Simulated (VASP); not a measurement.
Here is a VASP 6.6.1 calculation.

The input INCAR:

```
SYSTEM = WS2
  PREC = Accurate
  ENCUT = 520
  EDIFF = 1E-6
  ISMEAR = 0
  SIGMA = 0.02
  LREAL = .False.
  LASPH = .True.
  NELM = 80
  ALGO = Normal
  ISIF = 2
  LWAVE = .False.
  LCHARG = .True.
  GGA = PE
  LELF = .True.
  LVHAR = .True.
  NBANDS = 35
```

KPOINTS

```
Automatic mesh
0
Gamma
  12 12 2
  0 0 0
```

File POSCAR:

```
WS2
1.0
    3.1878099742      0.0000000000      0.0000000000
   -1.5939049871      2.7607244201      0.0000000000
    0.0000000000      0.0000000000     14.7916844057
W S
2 4
Direct
    0.6666666667      0.3333333333      0.7500000000
    0.3333333333      0.6666666667      0.2500000000
    0.3333333333      0.6666666667      0.8562014562
    0.6666666667      0.3333333333      0.3562014562
    0.3333333333      0.6666666667      0.6437985438
    0.6666666667      0.3333333333      0.1437985438
```

Potentials or basis: VASP PAW PBE potentials, release 64 (W_sv, S).

Command:

```sh
$ cat potpaw_PBE.64/W_sv/POTCAR potpaw_PBE.64/S/POTCAR > POTCAR
$ mpirun -np 1 vasp_std > vasp.out
```

Q: Estimate the largest force.

A: 0.006 eV/Å.

Q: Estimate the band gap on the k mesh.

A: 1.63 eV, indirect (least direct gap 1.80 eV).

Forces on the atoms (eV/Å):
```
W    0.000  0.000  0.000
W    0.000  0.000  0.000
S    0.000  0.000  0.006
S    0.000  0.000  0.006
S    0.000  0.000 -0.006
S    0.000  0.000 -0.006
```

Caveat: spin-orbit coupling is left out, which moves the levels of the heavy elements. Expect the measured gap to be larger: semilocal functionals such as PBE lack the derivative discontinuity.
